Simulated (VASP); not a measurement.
A run of VASP 6.6.1:

INCAR

```
ALGO = Normal
EDIFF = 1E-7
ENCUT = 520
GGA = PE
ISIF = 2
ISMEAR = 0
LASPH = True
LCHARG = True
LELF = True
LREAL = False
LVHAR = True
LWAVE = False
NBANDS = 12
NELM = 80
PREC = Accurate
SIGMA = 0.1
```

The input KPOINTS:

```
k-points
0
Gamma
  26 26 26
```

Contents of POSCAR:

```
Cu
1.0
    0.0000000000      1.7391296827      1.7391296827
    1.7391296827      0.0000000000      1.7391296827
    1.7391296827      1.7391296827      0.0000000000
Cu
1
Direct
    0.0000000000      0.0000000000      0.0000000000
```

Potentials or basis: VASP PAW PBE potentials, release 64 (Cu).

Command:

```sh
$ cat potpaw_PBE.64/Cu/POTCAR > POTCAR
$ mpirun -np 1 vasp_std > vasp.out
```

Hardware: 1 thread of Intel(R) Xeon(R) 6975P-C (Granite Rapids), with other jobs on the host.

Question: How long does it take, and how much memory?

Answer: Wall time 23 s on 1 thread of Intel(R) Xeon(R) 6975P-C (Granite Rapids) (shared host), peak memory 0.17 GiB. Counts: scf iterations 12, k points 511.
